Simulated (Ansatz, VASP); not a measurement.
# Cu: VASP beside Ansatz

The input INCAR:

```
SYSTEM = Cu
  ALGO = Normal
  EDIFF = 1E-6
  ENCUT = 520
  GGA = PS
  ISIF = 2
  ISMEAR = 0
  LASPH = .TRUE.
  LCHARG = .FALSE.
  LREAL = .FALSE.
  LWAVE = .FALSE.
  NBANDS = 12
  NELM = 60
  PREC = Accurate
  SIGMA = 0.1
```

File KPOINTS:

```
k-points
0
G
  22 22 22
  0 0 0
```

File POSCAR:

```
Cu
1.0
   -1.4427933200      1.4427933200      1.3760814500
    1.4427933200     -1.4427933200      1.3760814500
    1.4427933200      1.4427933200     -1.3760814500
Cu
1
Direct
    0.0000000000      0.0000000000      0.0000000000
```

Input for Ansatz:

```yaml
crystal:
  lattice:
    - [-1.44279332, 1.44279332, 1.37608145]
    - [1.44279332, -1.44279332, 1.37608145]
    - [1.44279332, 1.44279332, -1.37608145]
  atoms:
    - { symbol: Cu, position: [0.0, 0.0, 0.0] }
basis:
  ecutwfc: 420
kpoints:
  mp_grid: { grid: [22, 22, 22] }
hamiltonian:
  xc: pbesol
scf:
  occupations: { method: gaussian, width: 0.1 }
output:
  forces: true
  stress: true
  eigenvalues: true
```

Alike in both runs: task single point; functional PBEsol; k mesh 22 × 22 × 22; occupations gaussian, width 0.1 eV; no spin polarisation.

```csv
,VASP,Ansatz
version,VASP 6.6.1,Ansatz 0.2.0
potentials or method,"VASP PAW PBE potentials, release 64 (Cu), cutoff 520 eV","scalar-relativistic, plane waves, PAW"
valence electrons in the cell,11,19
```

Ansatz gave:

| Item | Value |
| --- | --- |
| gap on the k mesh at the Fermi level (eV) | none |
| pressure (GPa) | -1.4 |
| traceless stress, the component that is largest in VASP (GPa) | -0.26 |

Estimate VASP's values.

gap on the k mesh at the Fermi level (eV): none; pressure (GPa): -0.7; traceless stress, the component that is largest in VASP (GPa): -0.28.

VASP's potentials were made for PBE, not for PBEsol. A gap of «none» marks a metal or a gap that the smearing closes. VASP's potentials hold 11 valence electrons a cell and Ansatz's 19, so a difference there can come from the potentials and not from the codes.
